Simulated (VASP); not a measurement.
A run of VASP 6.6.1 is set up as follows.

Contents of INCAR:

```
PREC = Accurate ; ENCUT = 520
EDIFF = 1E-6 ; ISMEAR = 0
SIGMA = 0.05 ; LREAL = Auto
LASPH = True ; NELM = 60
ALGO = Fast ; ISIF = 2
LWAVE = False ; LCHARG = False
LDIPOL = True ; IDIPOL = 3
DIPOL = 0.5 0.5 0.500 ; GGA = PE
IBRION = 2 ; NSW = 90
EDIFFG = -0.03
```

The input KPOINTS:

```
Automatic mesh
0
Gamma
  2 2 1
```

Contents of POSCAR:

```
GaAs
1.0
    8.1252007246      0.0000000000      0.0000000000
   -4.0626003623      7.0366302384      0.0000000000
    0.0000000000      0.0000000000     20.1463741319
As Ga
8 8
Selective dynamics
Direct
    0.5000000000      0.0000000000      0.3970937871  F F F
    0.5000000000      0.5000000000      0.3970937871  F F F
    0.0000000000      0.0000000000      0.3970937871  F F F
    0.0000000000      0.5000000000      0.3970937871  F F F
    0.6666666667      0.8333333333      0.5617437278  T T T
    0.6666666667      0.3333333333      0.5617437278  T T T
    0.1666666667      0.8333333333      0.5617437278  T T T
    0.1666666667      0.3333333333      0.5617437278  T T T
    0.1666666667      0.8333333333      0.4382562722  F F F
    0.1666666667      0.3333333333      0.4382562722  F F F
    0.6666666667      0.8333333333      0.4382562722  F F F
    0.6666666667      0.3333333333      0.4382562722  F F F
    0.3333333333      0.6666666667      0.6029062129  T T T
    0.3333333333      0.1666666667      0.6029062129  T T T
    0.8333333333      0.6666666667      0.6029062129  T T T
    0.8333333333      0.1666666667      0.6029062129  T T T
```

Potentials or basis: VASP PAW PBE potentials, release 64 (As, Ga_d).

Run with:

```sh
$ cat potpaw_PBE.64/As/POTCAR potpaw_PBE.64/Ga_d/POTCAR > POTCAR
$ mpirun -np 1 vasp_std > vasp.out
```

Task: Predict the band gap on the k mesh.

Result: Zero (filled and empty bands touch).

Task: Predict the energy gained by relaxing.

Result: 35.4 meV/atom.

Step by step:
| step | energy change (eV) | largest force on free atoms (eV/Å) | pressure (GPa) |
| --- | --- | --- | --- |
| 1 | 0.0000 | 1.2365 | 0.05 |
| 2 | -0.2717 | 0.7013 | 0.08 |
| 3 | -0.4777 | 0.3729 | 0.25 |
| 4 | -0.5011 | 0.2543 | 0.43 |
| 5 | -0.5638 | 0.0577 | 0.40 |
| 6 | -0.5640 | 0.0431 | 0.39 |
| 7 | -0.5647 | 0.0373 | 0.39 |
| 8 | -0.5666 | 0.0298 | 0.37 |

Caveat: the k points lie up to 0.45 Å⁻¹ apart.
